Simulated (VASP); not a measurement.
**MgO: single point with PBEsol**

Crystal: MgO.

```
Mg O
1.0
     3.61708    0.00000    0.00000
    -1.80854    3.13249    0.00000
     0.00000    0.00000    3.90108
Mg O
2 2
Direct
  0.67876 0.35752 0.75000
  0.32124 0.64248 0.25000
  0.65776 0.31553 0.25000
  0.34224 0.68447 0.75000
```

This cell differs from its parent crystal: mode 5 frozen in at +0.073 Å, strain +e along z and -e/2 along x and y -0.0700.

| Item | Value |
| --- | --- |
| Program | VASP 6.6.1 |
| Task | single point |
| Functional | PBEsol |
| Potentials or basis | VASP PAW PBE potentials, release 64 (Mg, O) |
| Cutoff | 520 eV |
| k mesh | 9 × 9 × 6 |
| Occupations | gaussian, width 0.05 eV |
| Spin | no spin polarisation |
| Dipole correction | no |
| Further INCAR settings | ALGO = Normal; EDIFF = 1e-06; NBANDS = 16 |

```json
{"Pressure": "4.0 GPa", "Largest force": "0.469 eV/Å", "Band gap on the k mesh": "3.37 eV, direct"}
```

Forces on the atoms (eV/Å):
```
Mg   0.000 -0.469  0.000
Mg   0.000  0.469  0.000
O    0.000  0.381  0.000
O    0.000 -0.381  0.000
```

Stress tensor (GPa, compression positive):
```
-3.73  0.00  0.00
 0.00 -4.48  0.00
 0.00  0.00 20.28
```

Levels at points of the mesh, in eV from the valence-band top:
```
           k point  band 4  band 5  band 6  band 7  band 8  band 9  band 10  band 11  band 12  band 13
(0.00, 0.00, 0.00)   -1.83   -1.72   -0.70   -0.39    0.00    3.37     9.94    11.60    12.30    13.03
(0.00, 0.00, 0.50)   -2.38   -1.22   -1.22   -1.14   -1.14    6.52     6.52    12.19    12.19    12.29
```

Run time: 61 s on 1 thread of Intel(R) Xeon(R) Platinum 8375C CPU @ 2.90GHz (Ice Lake), on a shared host, peak memory 0.2 GiB.

Caveat: the cell differs from its parent crystal (mode 5 frozen in at +0.073 Å, strain +e along z and -e/2 along x and y -0.0700); the PAW data sets were made with another functional, which shifts forces and pressure a little.
